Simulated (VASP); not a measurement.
# Ti2O (P-3m1) in VASP: notebook

Runs on Ti2O. Level: r2SCAN. Tasks: single point.

Program: VASP 6.6.1. These are calculated values, not measurements. Logs are shortened: lines on timing, memory, paths and dates and some standing lists are left out, and cuts for length are marked.

## (1) The cell of the first run

Symmetry: P-3m1, No. 164, trigonal system. Conventional cell: a = 2.919 Å, b = 2.919 Å, c = 4.713 Å, α = 90.00°, β = 90.00°, γ = 120.00°. Ti (site symmetry 3m) has 3 O at 2.14 Å and 3 Ti at 2.68 Å within 2.8 Å. O (site symmetry -3m) has 6 Ti at 2.14 Å within 2.8 Å.

## (2) Single point, r2SCAN

Contents of POSCAR:

```
Ti2O
1.0
    2.9193980238      0.0000000000      0.0000000000
   -1.4596990119      2.5282728524      0.0000000000
    0.0000000000      0.0000000000      4.7130000000
Ti O
2 1
Direct
    0.6666666667      0.3333333333      0.2787400000
    0.3333333333      0.6666666667      0.7212600000
    0.0000000000      0.0000000000      0.0000000000
```

Contents of INCAR.step1:

```
SYSTEM = Ti2O
PREC = Accurate ; ENCUT = 1480
ISMEAR = 0 ; SIGMA = 0.05
LREAL = .False. ; LASPH = .True.
NELM = 120 ; NBANDS = 22
GGA = PE ; ALGO = Normal
EDIFF = 1E-5 ; LWAVE = .True.
LCHARG = .False. ; GGA_COMPAT = .False.
```

Contents of INCAR.step2:

```
SYSTEM = Ti2O
PREC = Accurate ; ENCUT = 1480
EDIFF = 1E-6 ; ISMEAR = 0
SIGMA = 0.05 ; LREAL = .False.
LASPH = .True. ; NELM = 120
ALGO = Normal ; ISIF = 2
LWAVE = .False. ; LCHARG = .False.
METAGGA = R2SCAN ; LMIXTAU = .True.
NBANDS = 22 ; ISTART = 1
GGA_COMPAT = .False.
```

Contents of KPOINTS:

```
regular mesh
0
Gamma
  9 9 5
  0 0 0
```

Potentials or basis: VASP PAW PBE potentials, release 64 (Ti_sv, O_h).

The run is started by

```sh
$ cat potpaw_PBE.64/Ti_sv/POTCAR potpaw_PBE.64/O_h/POTCAR > POTCAR
$ cp INCAR.step1 INCAR
$ mpirun -np 1 vasp_std > vasp.out
$ cp INCAR.step2 INCAR
$ mpirun -np 1 vasp_std > vasp.out
```

OUTCAR:

```text
SYSTEM = Ti2O
   PREC = Accurate
   ENCUT = 1480
   EDIFF = 1E-6
   ISMEAR = 0
   LREAL = .False.
   LASPH = .True.
   NELM = 120
   ISIF = 2
   METAGGA = R2SCAN
   ISTART = 1

 ion  position               nearest neighbor table
   1  0.667  0.333  0.279-   3 2.14   3 2.14   3 2.14   2 2.68   2 2.68   2 2.68
   2  0.333  0.667  0.721-   3 2.14   3 2.14   3 2.14   1 2.68   1 2.68   1 2.68
   3  0.000  0.000  0.000-   1 2.14   2 2.14   1 2.14   2 2.14   1 2.14   2 2.14

  LATTYP: Found a hexagonal cell.
 ALAT       =     2.9193980238
 C/A-ratio  =     1.6143739091

  Lattice vectors:

 A1 = (   2.9193980238,   0.0000000000,   0.0000000000)
 A2 = (  -1.4596990119,   2.5282728524,   0.0000000000)
 A3 = (   0.0000000000,   0.0000000000,   4.7130000000)

Analysis of symmetry for initial positions (statically):
=====================================================================
 Subroutine PRICEL returns:
 Original cell was already a primitive cell.

 Routine SETGRP: Setting up the symmetry group for a
 hexagonal supercell.

 Subroutine GETGRP returns: Found 12 space group operations
 (whereof 12 operations were pure point group operations)
 out of a pool of 24 trial point group operations.

The static configuration has the point symmetry D_3d.

Analysis of symmetry for dynamics (positions and initial velocities):
=====================================================================
 Subroutine PRICEL returns:
 Original cell was already a primitive cell.

 Routine SETGRP: Setting up the symmetry group for a
 hexagonal supercell.

 Subroutine GETGRP returns: Found 12 space group operations
 (whereof 12 operations were pure point group operations)
 out of a pool of 24 trial point group operations.

The dynamic configuration has the point symmetry D_3d.

 Subroutine INISYM returns: Found 12 space group operations
 (whereof 12 operations are pure point group operations),
 and found     1 'primitive' translations

----------------------------------------------------------------------------------------

                                     Primitive cell

  volume of cell :      34.7868

  direct lattice vectors                    reciprocal lattice vectors
     2.919398024  0.000000000  0.000000000     0.342536369  0.197763465  0.000000000
    -1.459699012  2.528272852  0.000000000     0.000000000  0.395526930  0.000000000
     0.000000000  0.000000000  4.713000000     0.000000000  0.000000000  0.212179079

  length of vectors
     2.919398024  2.919398024  4.713000000     0.395526930  0.395526930  0.212179079

  position of ions in fractional coordinates (direct lattice)
     0.666666667  0.333333333  0.278740000
     0.333333333  0.666666667  0.721260000
     0.000000000  0.000000000  0.000000000

  ion indices of the primitive-cell ions
   primitive index   ion index
                 1           1
                 2           2
                 3           3

----------------------------------------------------------------------------------------

 KPOINTS: regular mesh

Automatic generation of k-mesh.
 Grid dimensions read from file:
 generate k-points for:    9    9    5

 Generating k-lattice:

  Cartesian coordinates                     Fractional coordinates (reciprocal lattice)
     0.038059597  0.021973718  0.000000000     0.111111111  0.000000000  0.000000000
     0.000000000  0.043947437  0.000000000     0.000000000  0.111111111  0.000000000
     0.000000000  0.000000000  0.042435816     0.000000000  0.000000000  0.200000000

  Length of vectors
     0.043947437  0.043947437  0.042435816

  Shift w.r.t. Gamma in fractional coordinates (k-lattice)
     0.000000000  0.000000000  0.000000000

 Subroutine IBZKPT returns following result:
 ===========================================

 Found     50 irreducible k-points:

 Following reciprocal coordinates:
            Coordinates               Weight
  0.000000  0.000000  0.000000      1.000000
  0.111111  0.000000  0.000000      6.000000
  0.222222  0.000000  0.000000      6.000000
  0.333333  0.000000  0.000000      6.000000
  0.444444  0.000000  0.000000      6.000000
  0.111111  0.111111  0.000000      6.000000
[... 16 lines left out ...]
  0.222222  0.111111  0.200000     12.000000
 -0.111111  0.333333  0.200000     12.000000
 [... further k-points ...]
   k-points           NKPTS =     50   k-points in BZ     NKDIM =     50   number of bands    NBANDS=     22
   number of dos      NEDOS =    301   number of ions     NIONS =      3
   total plane-waves  NPLWV =  96000
   dimension x,y,z NGX =    40 NGY =   40 NGZ =   60
   dimension x,y,z NGXF=    80 NGYF=   80 NGZF=  120
   ions per type =               2   1
   NGX,Y,Z   is equivalent  to a cutoff of  22.78, 22.78, 21.16 a.u.
   NGXF,Y,Z  is equivalent  to a cutoff of  45.56, 45.56, 42.33 a.u.
 SYSTEM =  Ti2O
   PREC   = accura    normal or accurate (medium, high low for compatibility)
   ISTART =      1    job   : 0-new  1-cont  2-samecut
   ICHARG =      0    charge: 1-file 2-atom 10-const
   ISPIN  =      1    spin polarized calculation?
   LNONCOLLINEAR =      F non collinear calculations
   LSORBIT =      F    spin-orbit coupling
   LASPH  =      T    aspherical Exc in radial PAW
   ENCUT  = 1480.0 eV 108.78 Ry   10.43 a.u.   9.16  9.16 14.78*2*pi/ulx,y,z
   NELM   =    120;   NELMIN=  2; NELMDL=  0     # of ELM steps
   EDIFF  = 0.1E-05   stopping-criterion for ELM
   LREAL  =      F    real-space projection
   EDIFFG = 0.1E-04   stopping-criterion for IOM
   NSW    =      0    number of steps for IOM
   IBRION =     -1    ionic relax: 0-MD 1-quasi-New 2-CG
   NFREE  =      0    steps in history (QN), initial steepest desc. (CG)
   ISIF   =      2    stress and relaxation
   ISYM   =      2    0-nonsym 1-usesym 2-fastsym
   POTIM  = 0.5000    time-step for ionic-motion
   TEBEG  =    0.0;   TEEND  =   0.0 temperature during run
   PSTRESS=    0.0 pullay stress
   NELECT =      30.0000    total number of electrons
   NUPDOWN=      -1.0000    fix difference up-down
   EMIN   =  10.00;   EMAX   =-10.00  energy-range for DOS
   EFERMI =   0.00;   METHOD = LEGACY
   ISMEAR =     0;   SIGMA  =   0.05  broadening in eV -4-tet -1-fermi 0-gaus
   EFERMI_NEDOS =   21; number of points for ismear=-14 and -15
   IALGO  =     38    algorithm
   IMIX   =      4    mixing-type and parameters
     AMIX     =   0.40;   BMIX     =  1.00
     AMIX_MAG =   1.60;   BMIX_MAG =  1.00
  volume/ion in A,a.u.               =      11.60        78.25
  Fermi-wavevector in a.u.,A,eV,Ry     =   1.558274  2.944710 33.037889  2.428216
  Thomas-Fermi vector in A             =   2.661802
   LORBIT       =      0    0 simple, 1 ext, 2 COOP (PROOUT), +10 PAW based schemes
   METAGGA = R2SCAN    functional components
   LHFCALC =     F    Hartree Fock is set to
   AEXX    =    0.0000 exact exchange contribution
   IVDW    =     0    specifies the selected vdW correction
   LEPSILON=     F    determine dielectric tensor
   LRPA    =     F    only Hartree local field effects (RPA)
 non-spin polarized calculation
 Gauss-broadening in eV      SIGMA  =   0.05
  energy-cutoff  :     1480.00
  volume of cell :       34.79
 maximum number of plane-waves:      4524
 NGX is ok and might be reduce to    40
   NGX = 19   NGY = 19   NGZ = 29

 number of electron      30.0000000 magnetization

 Free energy of the ion-electron system (eV)
  ---------------------------------------------------
  ext. energy  EPLUGINS =         0.00000000
  ---------------------------------------------------
  free energy    TOTEN  =       -37.78271345 eV

  energy without entropy =      -37.78178686  energy(sigma->0) =      -37.78225016

 E-fermi :  10.8369     XC(G=0): -13.3896

 val. band max:       10.8039742777   @ k =   0.3333   0.1111   0.4000
 cond. band min:      10.8905108334   @ k =   0.0000   0.4444   0.4000
 fundamental gap:      0.0865365557
 Fermi energy:        10.8368801675

 k-point     1 :       0.0000    0.0000    0.0000
  band No.  band energies     occupation
      1     -48.7961      2.00000
      2     -48.6074      2.00000
      3     -24.5106      2.00000
      4     -23.7033      2.00000
      5     -23.7033      2.00000
      6     -23.5897      2.00000
[... 14 lines left out ...]
     21      12.3160      0.00000
     22      15.1227      0.00000

 k-point     2 :       0.1111    0.0000    0.0000
  band No.  band energies     occupation
      1     -48.7812      2.00000
      2     -48.6026      2.00000
      3     -24.4712      2.00000
      4     -23.7882      2.00000
      5     -23.7267      2.00000
      6     -23.6489      2.00000
[... 14 lines left out ...]
     21      12.6962      0.00000
     22      14.5691      0.00000

 k-point     3 :       0.2222    0.0000    0.0000
  band No.  band energies     occupation
      1     -48.7418      2.00000
      2     -48.5919      2.00000
      3     -24.3669      2.00000
      4     -23.9768      2.00000
      5     -23.8176      2.00000
      6     -23.7820      2.00000
[... 14 lines left out ...]
     21      13.3150      0.00000
     22      14.1539      0.00000

 k-point     4 :       0.3333    0.0000    0.0000
  band No.  band energies     occupation
      1     -48.6924      2.00000
      2     -48.5841      2.00000
      3     -24.2500      2.00000
      4     -24.1873      2.00000
      5     -23.9625      2.00000
      6     -23.8406      2.00000
[... 14 lines left out ...]
     21      13.8238      0.00000
     22      14.5476      0.00000

 k-point     5 :       0.4444    0.0000    0.0000
  band No.  band energies     occupation
      1     -48.6536      2.00000
      2     -48.5853      2.00000
      3     -24.3269      2.00000
      4     -24.2221      2.00000
      5     -23.9556      2.00000
      6     -23.8773      2.00000
[... 417 lines left out ...]
 k-point    22 :       0.1111    0.1111    0.2000
  band No.  band energies     occupation
      1     -48.7458      2.00000
      2     -48.6034      2.00000
      3     -24.3509      2.00000
      4     -23.9292      2.00000
      5     -23.8165      2.00000
      6     -23.7223      2.00000
[... 14 lines left out ...]
     21      13.2841      0.00000
     22      14.0357      0.00000

 k-point    23 :       0.2222    0.1111    0.2000
  band No.  band energies     occupation
      1     -48.7030      2.00000
      2     -48.5923      2.00000
      3     -24.2903      2.00000
      4     -24.1142      2.00000
      5     -23.9074      2.00000
      6     -23.7911      2.00000
[... 14 lines left out ...]
     21      13.7880      0.00000
     22      14.9706      0.00000

 k-point    24 :      -0.1111    0.3333    0.2000
  band No.  band energies     occupation
      1     -48.7029      2.00000
      2     -48.5924      2.00000
      3     -24.2729      2.00000
      4     -24.0670      2.00000
      5     -23.9874      2.00000
      6     -23.7920      2.00000
[... 14 lines left out ...]
     21      13.7770      0.00000
     22      14.2627      0.00000

 [... further k-points ...]

------------------------ aborting loop because EDIFF is reached ----------------------------------------

  FORCE on cell =-STRESS in cart. coord.  units (eV):
  Direction    XX          YY          ZZ          XY          YZ          ZX
  --------------------------------------------------------------------------------------
  -------------------------------------------------------------------------------------
  Total        1.6568947      1.6568947      3.2856556      0.0000000      0.0000000      0.0000000
  in kB       76.3116436     76.3116436    151.3275265      0.0000000      0.0000000      0.0000000
  external PRESSURE =     101.3169379 kB  Pullay stress =       0.0000000 kB

 VOLUME and BASIS-vectors are now :
 -----------------------------------------------------------------------------
  energy-cutoff  :     1480.00
  volume of cell :       34.79
      direct lattice vectors                 reciprocal lattice vectors
     2.919398024  0.000000000  0.000000000     0.342536369  0.197763465  0.000000000
    -1.459699012  2.528272852  0.000000000     0.000000000  0.395526930  0.000000000
     0.000000000  0.000000000  4.713000000     0.000000000  0.000000000  0.212179079

 POSITION                                       TOTAL-FORCE (eV/Angst)
 -----------------------------------------------------------------------------------
      1.45970      0.84276      1.31370        -0.000000      0.000000     -1.036864
     -0.00000      1.68552      3.39930         0.000000     -0.000000      1.036864
      0.00000      0.00000      0.00000        -0.000000      0.000000      0.000000
 -----------------------------------------------------------------------------------
    total drift:                               -0.000000     -0.000000     -0.000000

  FREE ENERGIE OF THE ION-ELECTRON SYSTEM (eV)
  ---------------------------------------------------
  free  energy   TOTEN  =       -37.7827134503 eV

  energy  without entropy=      -37.7817868638  energy(sigma->0) =      -37.78225016
```

Wall time 6.2 min (1 thread of Intel Xeon 6975P-C (Granite Rapids), shared host); peak memory 0.44 GiB.

Results:

* Free energy: -37.7827 eV
* Pressure: 10.1 GPa
* Largest force: 1.037 eV/Å
* Band gap on the k mesh: zero (bands 15 and 16 overlap by 0.72 eV)

Forces in eV/Å, atoms in the order of the input:
```
Ti   0.000  0.000 -1.037
Ti   0.000  0.000  1.037
O    0.000  0.000  0.000
```

Levels at points of the mesh, in eV from the Fermi level:
```
           k point  band 12  band 13  band 14  band 15  band 16  band 17  band 18  band 19
(0.00, 0.00, 0.00)    -6.26    -4.13    -0.64     0.39     0.44     0.44     0.96     0.96
```

Caveat: the stress differs along the axes, from 8 to 15 GPa; the PAW data sets were made with another functional, which shifts forces and pressure a little.

## (3) Single point, r2SCAN

POSCAR is that of step 2.

Contents of INCAR.step1:

```
SYSTEM = Ti2O
PREC = Accurate
ENCUT = 1480
ISMEAR = 0
SIGMA = 0.4
LREAL = .FALSE.
LASPH = .TRUE.
NELM = 120
NBANDS = 22
GGA = PE
ALGO = Normal
EDIFF = 1E-5
LWAVE = .TRUE.
LCHARG = .FALSE.
GGA_COMPAT = .FALSE.
```

Contents of INCAR.step2:

```
SYSTEM = Ti2O
PREC = Accurate
ENCUT = 1480
EDIFF = 1E-6
ISMEAR = 0
SIGMA = 0.4
LREAL = .FALSE.
LASPH = .TRUE.
NELM = 120
ALGO = Normal
ISIF = 2
LWAVE = .FALSE.
LCHARG = .FALSE.
METAGGA = R2SCAN
LMIXTAU = .TRUE.
NBANDS = 22
ISTART = 1
GGA_COMPAT = .FALSE.
```

Contents of KPOINTS:

```
Automatic mesh
0
G
  9 9 5
  0 0 0
```

Potentials or basis: VASP PAW PBE potentials, release 64 (Ti_sv, O_h).

The run is started by

```sh
$ cat potpaw_PBE.64/Ti_sv/POTCAR potpaw_PBE.64/O_h/POTCAR > POTCAR
$ cp INCAR.step1 INCAR
$ mpirun -np 1 vasp_std > vasp.out
$ cp INCAR.step2 INCAR
$ mpirun -np 1 vasp_std > vasp.out
```

Run time: 33 min. Hardware: 1 thread of AMD EPYC 7R43 (Zen 3), shared host; peak memory 0.41 GiB.

The run converged. Its results:

```
Free energy            : -37.8138 eV
Pressure               : 10.3 GPa
Largest force          : 1.055 eV/Å
Band gap on the k mesh : zero (bands 15 and 16 overlap by 0.72 eV)
```

Forces in eV/Å, atoms in the order of the input:
```
Ti   0.000  0.000 -1.055
Ti   0.000  0.000  1.055
O    0.000  0.000  0.000
```

Stress tensor (GPa, compression positive):
```
 7.57  0.00  0.00
 0.00  7.57  0.00
 0.00  0.00 15.77
```

Levels at points of the mesh, in eV from the Fermi level:
```csv
k point,band 12,band 13,band 14,band 15,band 16,band 17,band 18,band 19
"(0.00, 0.00, 0.00)",-6.25,-4.12,-0.62,0.41,0.46,0.46,0.97,0.97
```

Caveat: the stress differs along the axes, from 8 to 16 GPa; so wide a smearing shifts energies and pressures; the PAW data sets were made with another functional, which shifts forces and pressure a little.

## (4) Single point, r2SCAN

POSCAR is that of step 3.

Contents of INCAR.step1:

```
PREC = Accurate
ENCUT = 660
ISMEAR = 0
SIGMA = 0.1
LREAL = F
LASPH = T
NELM = 120
NBANDS = 22
GGA = PE
ALGO = Normal
EDIFF = 1E-5
LWAVE = T
LCHARG = F
GGA_COMPAT = F
```

Contents of INCAR.step2:

```
PREC = Accurate
ENCUT = 660
EDIFF = 1E-6
ISMEAR = 0
SIGMA = 0.1
LREAL = F
LASPH = T
NELM = 120
ALGO = Normal
ISIF = 2
LWAVE = F
LCHARG = F
METAGGA = R2SCAN
LMIXTAU = T
NBANDS = 22
ISTART = 1
GGA_COMPAT = F
```

Contents of KPOINTS:

```
regular mesh
0
Gamma
  24 24 12
```

Potentials or basis: VASP PAW PBE potentials, release 64 (Ti_sv, O).

The run is started by

```sh
$ cat potpaw_PBE.64/Ti_sv/POTCAR potpaw_PBE.64/O/POTCAR > POTCAR
$ cp INCAR.step1 INCAR
$ mpirun -np 1 vasp_std > vasp.out
$ cp INCAR.step2 INCAR
$ mpirun -np 1 vasp_std > vasp.out
```

Wall time 17 min (1 thread of Intel Xeon Platinum 8488C (Sapphire Rapids), shared host); peak memory 0.67 GiB.

Results (log left out):

| Property | Result |
| --- | --- |
| Free energy | -37.7716 eV |
| Pressure | 10.0 GPa |
| Largest force | 1.003 eV/Å |
| Band gap on the k mesh | zero (bands 15 and 16 overlap by 0.94 eV) |

Forces on the atoms (eV/Å):
```
Ti   0.000  0.000 -1.003
Ti   0.000  0.000  1.003
O    0.000  0.000  0.000
```

Stress tensor (GPa, compression positive):
```
 7.38  0.00  0.00
 0.00  7.38  0.00
 0.00  0.00 15.18
```

Levels at points of the mesh, in eV from the Fermi level:
| k point | band 13 | band 14 | band 15 | band 16 | band 17 | band 18 |
| --- | --- | --- | --- | --- | --- | --- |
| (0.00, 0.00, 0.00) | -4.14 | -0.65 | 0.37 | 0.42 | 0.42 | 0.94 |
| (0.50, 0.00, 0.00) | -3.00 | -1.70 | -0.76 | 1.26 | 1.70 | 3.06 |
| (0.00, 0.00, 0.50) | -2.23 | -2.02 | 0.09 | 0.09 | 1.39 | 1.98 |
| (0.50, 0.00, 0.50) | -1.82 | -1.70 | -0.86 | -0.48 | 0.81 | 3.04 |

Caveat: the stress differs along the axes, from 7 to 15 GPa; the PAW data sets were made with another functional, which shifts forces and pressure a little.

## (5) The runs side by side

| potentials or basis | k mesh | cutoff (eV) | smearing | gap on the mesh (eV) | pressure (GPa) | largest force (eV/Å) |
| --- | --- | --- | --- | --- | --- | --- |
| VASP PAW PBE potentials, release 64 (Ti_sv, O_h) | 9 × 9 × 5 | 1480 | gaussian 0.05 eV | none | 10.1 | 1.04 |
| VASP PAW PBE potentials, release 64 (Ti_sv, O_h) | 9 × 9 × 5 | 1480 | gaussian 0.4 eV | none | 10.3 | 1.06 |
| VASP PAW PBE potentials, release 64 (Ti_sv, O) | 24 × 24 × 12 | 660 | gaussian 0.1 eV | none | 10.0 | 1.00 |

Alike in all rows: task single point; level r2SCAN; no spin polarisation; cell as given.

Caveats: the PAW data sets were made with another functional, which shifts forces and pressure a little; the stress differs along the axes, from 8 to 15 GPa (at least some runs); the stress differs along the axes, from 8 to 16 GPa (at least some runs); so wide a smearing shifts energies and pressures (at least some runs); the stress differs along the axes, from 7 to 15 GPa (at least some runs).

Absolute energies hang on the potentials; compare differences alone.

The gap in the log of VASP goes by the Fermi energy; the results here count the filled bands.